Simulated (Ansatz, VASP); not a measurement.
GaAs in VASP and in Ansatz

```
Ga As
1.0
     0.00000    2.80169    2.80169
     2.80169    0.00000    2.80169
     2.80169    2.80169    0.00000
Ga As
1 1
Direct
  0.00000 0.00000 0.00000
  0.75000 0.75000 0.75000
```

Alike in both runs: functional LDA; k mesh 12 × 12 × 12; occupations gaussian, width 0.1 eV; no spin polarisation.

Ansatz relaxed the structure, and its values are those at the end. VASP's run is a single point on that final structure, the one shown.

```csv
,VASP,Ansatz
version,VASP 6.6.1,Ansatz 0.2.0
potentials or method,"VASP PAW LDA potentials, release 64 (Ga_d, As), cutoff 500 eV","scalar-relativistic, plane waves, PAW"
valence electrons in the cell,18,28
```

VASP gave:

| Property | Result |
| --- | --- |
| gap on the k mesh at the Fermi level (eV) | 0.54 |
| pressure (GPa) | 0.3 |

Question: What did Ansatz give for the same quantities?

Answer: gap on the k mesh at the Fermi level (eV): 0.49; pressure (GPa): 0.0.

LDA's correlation is that of Perdew and Zunger in VASP and of Perdew and Wang (1992) in Ansatz. VASP's potentials hold 18 valence electrons a cell and Ansatz's 28, so a difference there can come from the potentials and not from the codes.
